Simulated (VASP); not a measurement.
A run of VASP 6.6.1:

The input POSCAR:

```
TaN
1.0
    0.0000000000      2.2113230000      2.2113230000
    2.2113230000      0.0000000000      2.2113230000
    2.2113230000      2.2113230000      0.0000000000
Ta N
1 1
Direct
    0.5000000000      0.5000000000      0.5000000000
    0.0000000000      0.0000000000      0.0000000000
```

The input INCAR.step1:

```
  PREC = Accurate
  ENCUT = 770
  ISMEAR = -1
  SIGMA = 0.05
  LREAL = False
  LASPH = True
  NELM = 200
  LMAXMIX = 4
  LDAU = True
  LDAUTYPE = 2
  LDAUL = 2 -1
  LDAUU = 6 0
  LDAUJ = 0 0
  NBANDS = 16
  GGA = PE
  ALGO = Normal
  EDIFF = 1E-5
  LWAVE = True
  LCHARG = False
  GGA_COMPAT = False
```

INCAR.step2

```
  PREC = Accurate
  ENCUT = 770
  EDIFF = 1E-6
  ISMEAR = -1
  SIGMA = 0.05
  LREAL = False
  LASPH = True
  NELM = 200
  ALGO = Normal
  ISIF = 2
  LWAVE = False
  LCHARG = True
  LMAXMIX = 4
  LDAU = True
  LDAUTYPE = 2
  LDAUL = 2 -1
  LDAUU = 6 0
  LDAUJ = 0 0
  LDAUPRINT = 1
  METAGGA = R2SCAN
  LMIXTAU = True
  LELF = True
  LVHAR = True
  NBANDS = 16
  ISTART = 1
  GGA_COMPAT = False
```

The input KPOINTS:

```
Automatic mesh
0
Gamma
  10 10 10
```

Potentials or basis: VASP PAW PBE potentials, release 64 (Ta_sv_GW, N).

The run is started by

```console
$ cat potpaw_PBE.64/Ta_sv_GW/POTCAR potpaw_PBE.64/N/POTCAR > POTCAR
$ cp INCAR.step1 INCAR
$ mpirun -np 1 vasp_std > vasp.out
$ cp INCAR.step2 INCAR
$ mpirun -np 1 vasp_std > vasp.out
```

Hardware: 1 thread of Intel(R) Xeon(R) Platinum 8259CL CPU @ 2.50GHz (Skylake/Cascade Lake) (shared host).

**Question.** Estimate the wall time of this run.

**Answer.** Wall time 110 s on 1 thread of Intel(R) Xeon(R) Platinum 8259CL CPU @ 2.50GHz (Skylake/Cascade Lake), on a shared host, peak memory 0.19 GiB. Counts: k points 47.
